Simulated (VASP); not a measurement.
**Si2Mo: relaxation of cell and atoms with PBEsol**

The system is Si2Mo.

```
Mo Si
1.0
     4.58547    0.00000    0.00000
    -2.29274    3.97113    0.00000
     0.00000    0.00000    6.57976
Mo Si
3 6
Cartesian
  1.1464 1.9856 5.4831
  -1.1464 1.9856 1.0966
  2.2927 0.0000 3.2899
  0.0000 1.3015 3.2899
  1.1656 3.3204 1.0966
  3.4583 0.6508 5.4831
  2.2927 2.6696 3.2899
  1.1272 0.6508 1.0966
  -1.1656 3.3204 5.4831
```

| Property | Result |
| --- | --- |
| Program | VASP 6.6.1 |
| Task | relaxation of cell and atoms |
| Functional | PBEsol |
| Potentials or basis | VASP PAW PBE potentials, release 64 (Mo_sv, Si) |
| Cutoff | 600 eV |
| k mesh | 5 × 5 × 3 |
| Occupations | fermi-dirac, width 0.05 eV |
| Spin | no spin polarisation |
| Dipole correction | no |
| Further INCAR settings | ALGO = Normal; EDIFF = 1e-06; IBRION = 2; EDIFFG = -0.01; NSW = 60; ISIF = 3 |

* Relaxed volume: 13.24 Å³/atom
* Relaxed cell: a = 4.578 Å, b = 4.578 Å, c = 6.567 Å, α = 90.00°, β = 90.00°, γ = 120.00°
* Space group after relaxing (to 0.05 Å): P6_222 (No. 180)
* Energy gained by relaxing: 0.3 meV/atom
* Ionic steps: 5
* Pressure after relaxing: 0.0 GPa
* Largest force after relaxing: 0.009 eV/Å
* Band gap on the k mesh: 0.61 eV, indirect (least direct gap 0.91 eV)

Forces in eV/Å, atoms in the order of the input:
```
Mo   0.000  0.000  0.000
Mo   0.000  0.000  0.000
Mo   0.000  0.000  0.000
Si   0.000  0.009  0.000
Si  -0.007 -0.004  0.000
Si  -0.007  0.004  0.000
Si   0.000 -0.009  0.000
Si   0.007  0.004  0.000
Si   0.007 -0.004  0.000
```

Step by step:
```
step  energy change (eV)  largest force (eV/Å)  pressure (GPa)  volume (Å³)
   1              0.0000                0.0450           -1.19       119.81
   2              0.0039                0.0020            2.02       118.11
   3             -0.0026                0.0287            0.04       119.15
   4             -0.0026                0.0290            0.01       119.16
   5             -0.0028                0.0086           -0.01       119.18
```

Final structure:
```
CELL_PARAMETERS angstrom
4.57774 0.00000 0.00000
-2.28887 3.96444 0.00000
0.00000 0.00000 6.56692
ATOMIC_POSITIONS crystal
Mo 0.50000 0.50000 0.83333
Mo 0.00000 0.50000 0.16667
Mo 0.50000 0.00000 0.50000
Si 0.16413 0.32826 0.50000
Si 0.67174 0.83587 0.16667
Si 0.83587 0.16413 0.83333
Si 0.83587 0.67174 0.50000
Si 0.32826 0.16413 0.16667
Si 0.16413 0.83587 0.83333
```

Levels at points of the mesh, in eV from the valence-band top:
```tsv
k point	band 29	band 30	band 31	band 32	band 33	band 34	band 35	band 36	band 37	band 38
(0.00, 0.00, 0.00)	-2.69	-2.69	-2.39	-1.77	-0.49	2.36	2.73	2.73	2.86	2.87
```

Run time: 3.3 min on 1 thread of AMD EPYC 7R13 Processor (Zen 3), on a shared host, peak memory 0.27 GiB.

Caveat: the PAW data sets were made with another functional, which shifts forces and pressure a little. A k mesh can miss the band edges.
